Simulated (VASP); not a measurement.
# Zn12H (a cell with a defect) in VASP: a series of runs

Zn12H (a cell with a defect) is run at these levels: PBEsol; tasks: single point.

Everything below comes from runs of VASP 6.6.1. Logs are shortened: lines on timing, memory, paths and dates and some standing lists are left out, and cuts for length are marked.

### 1 The cell of the first run

The cell holds a defect, 13 atoms: a = 5.320 Å, b = 7.980 Å, c = 4.937 Å, α = 90.00°, β = 90.00°, γ = 120.00°.

### 2 Single point, PBEsol

Contents of INCAR:

```
ALGO = Normal ; EDIFF = 1E-7
ENCUT = 520 ; GGA = PS
ISIF = 2 ; ISMEAR = -1
LASPH = True ; LCHARG = False
LREAL = False ; LWAVE = False
NBANDS = 84 ; NELM = 60
PREC = Accurate ; SIGMA = 0.05
```

Contents of KPOINTS:

```
k-points
0
Gamma
  3 2 3
```

Contents of POSCAR:

```
Zn12H
1.0
    5.3200000000      0.0000000000      0.0000000000
   -3.9900000000      6.9108830000      0.0000000000
    0.0000000000      0.0000000000      4.9369600000
Zn H
12 1
Direct
    0.0370863663      0.0132441559      0.0268056789
    0.1857379659      0.2272712186      0.5391135005
    0.0265774565      0.3432288050     -0.0105057596
    0.1654547628      0.5492549543      0.4673283517
    0.0299727649      0.6786576747     -0.0025783104
    0.1886967485      0.8939670182      0.5292632489
    0.5334362299      0.0142732453      0.0021795585
    0.6786552725      0.2239188514      0.5305842409
    0.5287772494      0.3425813931     -0.0020618688
    0.6918393235      0.5528348718      0.4712001622
    0.5245082250      0.6744059928      0.0438720789
    0.6952488081      0.9099039984      0.4665204045
    0.5394381266      0.6865813206      0.6828849139
```

Potentials or basis: VASP PAW PBE potentials, release 64 (Zn, H).

The run is started by

```bash
cat potpaw_PBE.64/Zn/POTCAR potpaw_PBE.64/H/POTCAR > POTCAR
mpirun -np 1 vasp_std > vasp.out
```

OUTCAR:

```text
EDIFF = 1E-7
   ENCUT = 520
   GGA = PS
   ISIF = 2
   ISMEAR = -1
   LASPH = True
   LREAL = False
   NELM = 60
   PREC = Accurate

 ion  position               nearest neighbor table
   1  0.037  0.013  0.027-   9 2.63   7 2.64   5 2.66   3 2.67  12 2.68   7 2.69  11 2.72   2 2.83
                             6 2.89   6 2.91   2 2.93
   2  0.186  0.227  0.539-  12 2.60   8 2.64   4 2.65  10 2.67   6 2.67   8 2.68   3 2.70   9 2.76
                             1 2.83   1 2.93
   3  0.027  0.343  0.989-   7 2.63   9 2.65  11 2.66   5 2.67   1 2.67   9 2.67   2 2.70   4 2.76
                             8 2.78   4 2.95
   4  0.165  0.549  0.467-  10 2.53   8 2.61   2 2.65  11 2.67   6 2.71   3 2.76   5 2.78  10 2.79
                            12 2.85   3 2.95   5 3.03
   5  0.030  0.679  0.997-   1 2.66  11 2.66   3 2.67   9 2.67   7 2.68  11 2.68   6 2.75   4 2.78
                            10 2.81   6 3.02   4 3.03  10 3.03
   6  0.189  0.894  0.529-   8 2.62  12 2.65   2 2.67  10 2.70   4 2.71  12 2.71   5 2.75   7 2.82
                             1 2.89   1 2.91   5 3.02
   7  0.533  0.014  0.002-   3 2.63   9 2.63   1 2.64   5 2.68   1 2.69  11 2.70  12 2.72   8 2.74
                             6 2.82   8 2.98  12 3.02
   8  0.679  0.224  0.531-  12 2.57  10 2.61   4 2.61   6 2.62   2 2.64   2 2.68   7 2.74   9 2.76
                             3 2.78   7 2.98   9 3.03
   9  0.529  0.343  0.998-   1 2.63   7 2.63   3 2.65  11 2.67   5 2.67   3 2.67  10 2.75   8 2.76
                             2 2.76  10 2.98   8 3.03
  10  0.692  0.553  0.471-  13 1.94   4 2.53   8 2.61  11 2.65   2 2.67   6 2.70   9 2.75   4 2.79
                             5 2.81  12 2.84   9 2.98   5 3.03
  11  0.525  0.674  0.044-  13 1.78  12 2.65  10 2.65   5 2.66   3 2.66   4 2.67   9 2.67   5 2.68
                             7 2.70   1 2.72
  12  0.695  0.910  0.467-  13 1.88   8 2.57   2 2.60  11 2.65   6 2.65   1 2.68   6 2.71   7 2.72
                            10 2.84   4 2.85   7 3.02
  13  0.539  0.687  0.683-  11 1.78  12 1.88  10 1.94

  LATTYP: Found a simple monoclinic cell.
 ALAT       =     5.3200000000
 B/A-ratio  =     0.9280000000
 C/A-ratio  =     1.3228757068
 COS(beta)  =    -0.1889822292

  Lattice vectors:

 A1 = (   5.3200000000,   0.0000000000,   0.0000000000)
 A2 = (   0.0000000000,   0.0000000000,   4.9369600000)
 A3 = (  -1.3300000000,  -6.9108830000,   0.0000000000)

Analysis of symmetry for initial positions (statically):
=====================================================================
 Subroutine PRICEL returns:
 Original cell was already a primitive cell.

 Routine SETGRP: Setting up the symmetry group for a
 simple monoclinic supercell.

 Subroutine GETGRP returns: Found  1 space group operations
 (whereof  1 operations were pure point group operations)
 out of a pool of  4 trial point group operations.

The static configuration has the point symmetry C_1 .

Analysis of symmetry for dynamics (positions and initial velocities):
=====================================================================
 Subroutine PRICEL returns:
 Original cell was already a primitive cell.

 Routine SETGRP: Setting up the symmetry group for a
 simple monoclinic supercell.

 Subroutine GETGRP returns: Found  1 space group operations
 (whereof  1 operations were pure point group operations)
 out of a pool of  4 trial point group operations.

The dynamic configuration has the point symmetry C_1 .

 Subroutine INISYM returns: Found  1 space group operations
 (whereof  1 operations are pure point group operations),
 and found     1 'primitive' translations

----------------------------------------------------------------------------------------

                                     Primitive cell

  volume of cell :     181.5118

  direct lattice vectors                    reciprocal lattice vectors
     5.320000000  0.000000000  0.000000000     0.187969925  0.108524482  0.000000000
    -3.990000000  6.910883000  0.000000000     0.000000000  0.144699310  0.000000000
     0.000000000  0.000000000  4.936960000     0.000000000  0.000000000  0.202553798

  length of vectors
[... 67 lines left out ...]
|        whereas your k-lattice is hexagonal.                                 |
|                                                                             |
|     Results are often still useful ...                                      |
|                                                                             |
 -----------------------------------------------------------------------------

 Subroutine IBZKPT returns following result:
 ===========================================

 Found     10 irreducible k-points:

 Following reciprocal coordinates:
            Coordinates               Weight
  0.000000  0.000000  0.000000      1.000000
  0.333333  0.000000  0.000000      2.000000
  0.000000  0.500000  0.000000      1.000000
  0.333333  0.500000  0.000000      2.000000
  0.000000  0.000000  0.333333      2.000000
  0.333333  0.000000  0.333333      2.000000
 -0.333333 -0.000000  0.333333      2.000000
  0.000000  0.500000  0.333333      2.000000
  0.333333  0.500000  0.333333      2.000000
 -0.333333  0.500000  0.333333      2.000000
   k-points           NKPTS =     10   k-points in BZ     NKDIM =     10   number of bands    NBANDS=     84
   number of dos      NEDOS =    301   number of ions     NIONS =     13
   total plane-waves  NPLWV =  96000
   dimension x,y,z NGX =    40 NGY =   60 NGZ =   40
   dimension x,y,z NGXF=    80 NGYF=  120 NGZF=   80
   ions per type =              12   1
   NGX,Y,Z   is equivalent  to a cutoff of  12.50, 12.50, 13.47 a.u.
   NGXF,Y,Z  is equivalent  to a cutoff of  25.00, 25.00, 26.94 a.u.
 SYSTEM =  unknown system
   PREC   = accura    normal or accurate (medium, high low for compatibility)
   ISTART =      0    job   : 0-new  1-cont  2-samecut
   ICHARG =      2    charge: 1-file 2-atom 10-const
   ISPIN  =      1    spin polarized calculation?
   LNONCOLLINEAR =      F non collinear calculations
   LSORBIT =      F    spin-orbit coupling
   LASPH  =      T    aspherical Exc in radial PAW
   ENCUT  =  520.0 eV  38.22 Ry    6.18 a.u.   9.89 14.84  9.18*2*pi/ulx,y,z
   NELM   =     60;   NELMIN=  2; NELMDL= -5     # of ELM steps
   EDIFF  = 0.1E-06   stopping-criterion for ELM
   LREAL  =      F    real-space projection
   EDIFFG = 0.1E-05   stopping-criterion for IOM
   NSW    =      0    number of steps for IOM
   IBRION =     -1    ionic relax: 0-MD 1-quasi-New 2-CG
   NFREE  =      0    steps in history (QN), initial steepest desc. (CG)
   ISIF   =      2    stress and relaxation
   ISYM   =      2    0-nonsym 1-usesym 2-fastsym
   POTIM  = 0.5000    time-step for ionic-motion
   TEBEG  =    0.0;   TEEND  =   0.0 temperature during run
   PSTRESS=    0.0 pullay stress
   NELECT =     145.0000    total number of electrons
   NUPDOWN=      -1.0000    fix difference up-down
   EMIN   =  10.00;   EMAX   =-10.00  energy-range for DOS
   EFERMI =   0.00;   METHOD = LEGACY
   ISMEAR =    -1;   SIGMA  =   0.05  broadening in eV -4-tet -1-fermi 0-gaus
   EFERMI_NEDOS =   21; number of points for ismear=-14 and -15
   IALGO  =     38    algorithm
   IMIX   =      4    mixing-type and parameters
     AMIX     =   0.40;   BMIX     =  1.00
     AMIX_MAG =   1.60;   BMIX_MAG =  1.00
  volume/ion in A,a.u.               =      13.96        94.22
  Fermi-wavevector in a.u.,A,eV,Ry     =   1.519017  2.870525 31.394246  2.307412
  Thomas-Fermi vector in A             =   2.628059
   LORBIT       =      0    0 simple, 1 ext, 2 COOP (PROOUT), +10 PAW based schemes
   GGA     = PS    functional components
   LHFCALC =     F    Hartree Fock is set to
   AEXX    =    0.0000 exact exchange contribution
   IVDW    =     0    specifies the selected vdW correction
   LEPSILON=     F    determine dielectric tensor
   LRPA    =     F    only Hartree local field effects (RPA)
 non-spin polarized calculation
  energy-cutoff  :      520.00
  volume of cell :      181.51
 maximum number of plane-waves:      4924
   NGX = 19   NGY = 29   NGZ = 19

 number of electron     145.0000002 magnetization

 Free energy of the ion-electron system (eV)
  ---------------------------------------------------
  ext. energy  EPLUGINS =         0.00000000
  ---------------------------------------------------
  free energy    TOTEN  =       -21.10434190 eV

  energy without entropy =      -21.08260749  energy(sigma->0) =      -21.09347470

 E-fermi :   3.3006     XC(G=0): -11.7895

 val. band max:        3.2766919401   @ k =   0.0000   0.5000   0.0000
 cond. band min:       3.4346285991   @ k =   0.0000   0.0000   0.0000
 fundamental gap:      0.1579366590
 Fermi energy:         3.3005787133

 k-point     1 :       0.0000    0.0000    0.0000
  band No.  band energies     occupation
      1      -7.7412      2.00000
      2      -5.8531      2.00000
      3      -5.5226      2.00000
      4      -5.3764      2.00000
      5      -5.3542      2.00000
      6      -5.3293      2.00000
[... 859 lines left out ...]
     83       9.1904      0.00000
     84       9.3515      0.00000

------------------------ aborting loop because EDIFF is reached ----------------------------------------

  FORCE on cell =-STRESS in cart. coord.  units (eV):
  Direction    XX          YY          ZZ          XY          YZ          ZX
  --------------------------------------------------------------------------------------
  -------------------------------------------------------------------------------------
  Total       -1.8621130     -4.1343801      1.9265819      0.6082497      0.8188185      0.3522383
  in kB      -16.4365939    -36.4935575     17.0056514      5.3689298      7.2275889      3.1091547
  external PRESSURE =     -11.9748333 kB  Pullay stress =       0.0000000 kB

 VOLUME and BASIS-vectors are now :
 -----------------------------------------------------------------------------
  energy-cutoff  :      520.00
  volume of cell :      181.51
      direct lattice vectors                 reciprocal lattice vectors
     5.320000000  0.000000000  0.000000000     0.187969925  0.108524482  0.000000000
    -3.990000000  6.910883000  0.000000000     0.000000000  0.144699310  0.000000000
     0.000000000  0.000000000  4.936960000     0.000000000  0.000000000  0.202553798

 POSITION                                       TOTAL-FORCE (eV/Angst)
 -----------------------------------------------------------------------------------
      0.14446      0.09153      0.13234        -0.009454     -0.006669      0.007830
      0.08131      1.57064      2.66158         0.016513      0.013255     -0.025683
     -1.22809      2.37201      4.88509        -0.000064     -0.008293      0.035709
     -1.31131      3.79584      2.30718         0.050792      0.031138      0.021135
     -2.54839      4.69012      4.92423        -0.004102     -0.006043      0.016852
     -2.56306      6.17810      2.61295        -0.011560     -0.003390     -0.040746
      2.78093      0.09864      0.01076        -0.012733     -0.037421      0.007238
      2.71701      1.54748      2.61947         0.010980      0.010690     -0.022701
      1.44620      2.36754      4.92678        -0.008749      0.015180      0.026655
      1.47477      3.82058      2.32630        -0.047623      0.038595      0.006890
      0.09950      4.66074      0.21659         0.002671      0.008722     -0.066661
      0.06821      6.28824      2.30319        -0.000912     -0.062865      0.035831
      0.13035      4.74488      3.37138         0.014241      0.007101     -0.002348
 -----------------------------------------------------------------------------------
    total drift:                               -0.000052      0.000395     -0.001950

  FREE ENERGIE OF THE ION-ELECTRON SYSTEM (eV)
  ---------------------------------------------------
  free  energy   TOTEN  =       -21.1043419040 eV

  energy  without entropy=      -21.0826074931  energy(sigma->0) =      -21.09347470
```

Run time: 1.9 min. Hardware: 1 thread of AMD EPYC 9R45 (Zen 5), shared host; peak memory 0.31 GiB.

Results:

| Property | Result |
| --- | --- |
| Free energy | -21.1043 eV |
| Pressure | -1.2 GPa |
| Largest force | 0.072 eV/Å |

Forces in eV/Å, atoms in the order of the input:
```
Zn  -0.009 -0.007  0.008
Zn   0.017  0.013 -0.026
Zn   0.000 -0.008  0.036
Zn   0.051  0.031  0.021
Zn  -0.004 -0.006  0.017
Zn  -0.012 -0.003 -0.041
Zn  -0.013 -0.037  0.007
Zn   0.011  0.011 -0.023
Zn  -0.009  0.015  0.027
Zn  -0.048  0.039  0.007
Zn   0.003  0.009 -0.067
Zn  -0.001 -0.063  0.036
H    0.014  0.007 -0.002
```

Caveat: the k points lie up to 0.45 Å⁻¹ apart; the PAW data sets were made with another functional, which shifts forces and pressure a little.

### 3 Single point, PBEsol

Contents of INCAR:

```
SYSTEM = Zn12H
  PREC = Accurate
  ENCUT = 520
  EDIFF = 1E-6
  ISMEAR = -1
  SIGMA = 0.05
  LREAL = .FALSE.
  LASPH = .TRUE.
  NELM = 80
  ALGO = Normal
  ISIF = 2
  LWAVE = .FALSE.
  LCHARG = .FALSE.
  GGA = PS
  NBANDS = 84
```

Contents of KPOINTS:

```
Automatic mesh
0
G
  3 2 3
  0 0 0
```

Contents of POSCAR:

```
Zn12H
1.0
    5.3200000000      0.0000000000      0.0000000000
   -3.9900000000      6.9108830000      0.0000000000
    0.0000000000      0.0000000000      4.9369600000
Zn H
12 1
Direct
    0.0815149096      0.0318193782     -0.0252382033
    0.1724701909      0.2003361944      0.5800938229
    0.0274139060      0.3295092682     -0.0160422608
    0.1754000223      0.5462977741      0.4686284677
   -0.0156158001      0.6725623918     -0.0257445878
    0.2173572414      0.9113886026      0.5086530983
    0.5273084696      0.0079150522     -0.0097023269
    0.6431848531      0.2049231625      0.5543492352
    0.5381130887      0.3687372511      0.0058538048
    0.6987803495      0.5406545010      0.4365844568
    0.5543671962      0.6640685423      0.1138352346
    0.6638701535      0.8979170968      0.4274290251
    0.5503670977      0.6732714184      0.7678409386
```

Potentials or basis: VASP PAW PBE potentials, release 64 (Zn, H).

The run is started by

```bash
cat potpaw_PBE.64/Zn/POTCAR potpaw_PBE.64/H/POTCAR > POTCAR
mpirun -np 1 vasp_std > vasp.out
```

Run time: 1.8 min. Hardware: 1 thread of AMD EPYC 9R45 (Zen 5), shared host; peak memory 0.31 GiB.

Results (log left out):

```
Free energy   : -19.0841 eV
Pressure      : 5.6 GPa
Largest force : 3.510 eV/Å
```

Forces in eV/Å, atoms in the order of the input:
```
Zn  -0.390 -1.171  1.519
Zn  -0.886  1.224 -1.570
Zn  -0.625  0.476  0.315
Zn  -0.143 -0.347  0.384
Zn   1.813  0.660 -0.533
Zn  -0.859 -1.641 -0.211
Zn   0.362 -0.245  0.284
Zn   1.163  1.391 -0.254
Zn   0.557 -1.718 -0.560
Zn   0.925 -0.431  2.328
Zn  -2.331  0.683 -2.534
Zn   0.539  0.938  1.044
H   -0.126  0.183 -0.213
```

Stress tensor (GPa, compression positive):
```
 4.49 -0.68  0.81
-0.68  3.28 -0.19
 0.81 -0.19  9.02
```

Levels at points of the mesh, in eV from the Fermi level:
```tsv
k point	band 69	band 70	band 71	band 72	band 73	band 74	band 75	band 76
(0.00, 0.00, 0.00)	-2.75	-1.45	-1.27	-0.43	-0.09	-0.02	0.44	1.13
(0.00, 0.50, 0.00)	-2.81	-2.58	-2.45	-2.12	-0.17	0.45	0.89	1.49
```

Caveat: the k points lie up to 0.45 Å⁻¹ apart; the PAW data sets were made with another functional, which shifts forces and pressure a little.
